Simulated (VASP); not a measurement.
Hg, 2 atoms in the cell. Symmetry: P6_3/mmc, No. 194, hexagonal system. The conventional cell has a = 3.408 Å, b = 3.408 Å, c = 5.762 Å, α = 90.00°, β = 90.00°, γ = 120.00°. Hg (site symmetry -6m2) has 12 Hg at 3.41 to 3.49 Å within 4.5 Å. 

- Program: VASP 6.6.1
- Task: single point
- Functional: PBE
- Dispersion: D3(BJ)
- Potentials or basis: VASP PAW PBE potentials, release 64 (Hg)
- Cutoff: 520 eV
- k mesh: 15 × 15 × 8
- Occupations: gaussian, width 0.15 eV
- Spin: no spin polarisation
- Dipole correction: no
- Further INCAR settings: ALGO = Fast; EDIFF = 1e-06; NBANDS = 19

Potentials or basis: VASP PAW PBE potentials, release 64 (Hg).

The run is started by

```console
$ cat potpaw_PBE.64/Hg/POTCAR > POTCAR
$ mpirun -np 1 vasp_std > vasp.out
```

Hardware: 1 thread of Intel(R) Xeon(R) 6975P-C (Granite Rapids), with other jobs on the host.

**Question.** How long does it take, and how much memory?

**Answer.** It took 47 s on 1 thread of Intel(R) Xeon(R) 6975P-C (Granite Rapids), on a shared host, peak memory 0.27 GiB. Counts: scf iterations 11, k points 135.
